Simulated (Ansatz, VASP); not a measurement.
# In in VASP and in Ansatz

The input INCAR:

```
SYSTEM = In
  ALGO = Normal
  EDIFF = 1E-6
  EDIFFG = -0.01
  ENCUT = 600
  GGA = RP
  IBRION = 2
  ISIF = 3
  ISMEAR = -1
  IVDW = 12
  LASPH = .TRUE.
  LCHARG = .FALSE.
  LREAL = .FALSE.
  LWAVE = .FALSE.
  NELM = 80
  NSW = 60
  PREC = Accurate
  SIGMA = 0.05
```

File KPOINTS:

```
k-points
0
G
  10 10 10
  0 0 0
```

Contents of POSCAR:

```
In
1.0
   -1.8825252400      1.8825252400      1.8825252400
    1.8825252400     -1.8825252400      1.8825252400
    1.8825252400      1.8825252400     -1.8825252400
In
1
Direct
    0.0000000000      0.0000000000      0.0000000000
```

The input input.yaml:

```yaml
crystal:
  lattice:
    - [-1.88252524, 1.88252524, 1.88252524]
    - [1.88252524, -1.88252524, 1.88252524]
    - [1.88252524, 1.88252524, -1.88252524]
  atoms:
    - { symbol: In, position: [0.0, 0.0, 0.0] }
hamiltonian:
  xc: rpbe
  pseudopotentials: { kind: paw }
  dispersion: d3bj
kpoints:
  mp_grid: { grid: [10, 10, 10] }
scf:
  occupations: { method: fermi_dirac, width: 0.05 }
output:
  forces: true
  stress: true
  eigenvalues: true
  write_density: true
  write_potential: true
  elf: true
  volumetric_format: npy
relax:
  f_tol: 0.01
  max_steps: 40
  cell: { stress_tol: 0.05 }
```

Alike in both runs: task relaxation of cell and atoms; functional RPBE; dispersion D3(BJ); k mesh 10 × 10 × 10; occupations fermi-dirac, width 0.05 eV; no spin polarisation.

|  | VASP | Ansatz |
| --- | --- | --- |
| version | VASP 6.6.1 | Ansatz 0.2.0 |
| potentials or method | VASP PAW PBE potentials, release 64 (In_d) | Ansatz PAW |
| plane-wave cutoff (eV) | 600 | 420 |
| valence electrons in the cell | 13 | 13 |

|  | VASP | Ansatz | Ansatz less VASP |
| --- | --- | --- | --- |
| gap on the k mesh at the Fermi level, each at its own relaxed structure (eV) | none | none | - |
| relaxed volume (Å³/atom) | 20.26 | 20.24 | -0.015 |
| relaxed cell length with the largest relative difference (Å) | 2.975 | 2.974 | -0.0007 |

VASP's potentials were made for PBE, not for RPBE. A gap of «none» marks a metal or a gap that the smearing closes.

Noted on VASP's run: the volume moved by over 15 % at a fixed basis, so the end points are rough. Noted on Ansatz's run: the volume moved by over 15 % at a fixed basis, so the end points are rough; the plane-wave basis is chosen anew once the cell has moved, so the energies of steps on either side of that aren't comparable.
